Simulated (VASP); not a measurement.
Here is a VASP 6.6.1 calculation.

File INCAR:

```
SYSTEM = Pd
  PREC = Accurate
  ENCUT = 520
  EDIFF = 1E-7
  ISMEAR = -1
  SIGMA = 0.1
  LREAL = .False.
  LASPH = .True.
  NELM = 100
  ALGO = Normal
  ISIF = 2
  LWAVE = .False.
  LCHARG = .False.
  GGA = PE
  NBANDS = 22
```

Contents of KPOINTS:

```
regular mesh
0
Gamma
  11 11 15
  0 0 0
```

The input POSCAR:

```
Pd
1.0
    4.5043060185      0.0000000000      0.0000000000
   -2.2521530093      3.9008434385      0.0000000000
    0.0000000000      0.0000000000      2.6801566923
Pd
3
Direct
    0.0000000000      0.0000000000      0.0000000000
    0.3333333333      0.6666666667      0.5000000000
    0.6666666667      0.3333333333      0.5000000000
```

Potentials or basis: VASP PAW PBE potentials, release 64 (Pd).

Launch:

```console
$ cat potpaw_PBE.64/Pd/POTCAR > POTCAR
$ mpirun -np 1 vasp_std > vasp.out
```

Task: Estimate the band gap on the k mesh.

Result: Zero (bands 15 and 16 overlap by 0.83 eV).

Task: What does it give for the pressure?

Result: -0.3 GPa.

Stress tensor (GPa, compression positive):
```
-0.35  0.00  0.00
 0.00 -0.35  0.00
 0.00  0.00 -0.15
```
